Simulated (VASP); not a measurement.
A run of VASP 6.6.1 is set up as follows.

File INCAR:

```
SYSTEM = InSe
  ALGO = Normal
  EDIFF = 1E-8
  ENCUT = 520
  GGA = PS
  ISIF = 2
  ISMEAR = -1
  LASPH = .TRUE.
  LCHARG = .FALSE.
  LEFG = .TRUE.
  LREAL = .FALSE.
  LWAVE = .FALSE.
  NBANDS = 27
  NELM = 80
  PREC = Accurate
  SIGMA = 0.02
```

Contents of KPOINTS:

```
k-points
0
G
  7 7 6
  0 0 0
```

Contents of POSCAR:

```
InSe
1.0
    5.8873975131     -2.0618272927      0.0000000000
    5.8873975131      2.0618272927      0.0000000000
   -1.6047294086      0.0000000000      4.3380208189
In Se
2 2
Direct
    0.8840000000      0.8840000000      0.0050000000
    0.1160000000      0.1160000000      0.9950000000
    0.6600000000      0.6600000000      0.6420000000
    0.3400000000      0.3400000000      0.3580000000
```

Potentials or basis: VASP PAW PBE potentials, release 64 (In_d, Se).

Run with:

```sh
$ cat potpaw_PBE.64/In_d/POTCAR potpaw_PBE.64/Se/POTCAR > POTCAR
$ mpirun -np 1 vasp_std > vasp.out
```

Problem. What does it give for the largest force?

Solution. 0.671 eV/Å.

Problem. Predict the pressure.

Solution. -0.7 GPa.

Forces on the atoms (eV/Å):
```
In  -0.214  0.000  0.506
In   0.214  0.000 -0.506
Se  -0.670  0.000  0.031
Se   0.670  0.000 -0.031
```

Caveat: without QUAD_EFG the Cq values of the log hold for a quadrupole moment of 1 mb, not for the nuclei; the PAW data sets were made with another functional, which shifts forces and pressure a little.
